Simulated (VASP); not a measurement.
The system is ZnAu.

```xyz
2
Lattice="3.1470 0.0000 0.0000 0.0000 3.1470 0.0000 0.0000 0.0000 3.1470" Properties=species:S:1:pos:R:3 pbc="T T T"
Zn    1.5735    1.5735    1.5735
Au    0.0000    0.0000    0.0000
```

Base run:

| Item | Value |
| --- | --- |
| Program | VASP 6.6.1 |
| Functional | PBE |
| Potentials or basis | VASP PAW PBE potentials, release 64 (Zn, Au) |
| Cutoff | 500 eV |
| k mesh | 13 × 13 × 13 |
| Occupations | fermi-dirac, width 0.05 eV |
| Spin | no spin polarisation |

Its results: pressure 5.0 GPa.

Task: The run is repeated on the same cell with these changes: spin from no spin polarisation to non-collinear spin, zero start, spin-orbit coupling; further incar settings from ALGO = Normal; EDIFF = 1e-06; NBANDS = 18 to ALGO = Normal; EDIFF = 1e-06; NBANDS = 35. What comes out?

Result: Pressure 4.4 GPa; net moment 0.00 μB per cell.
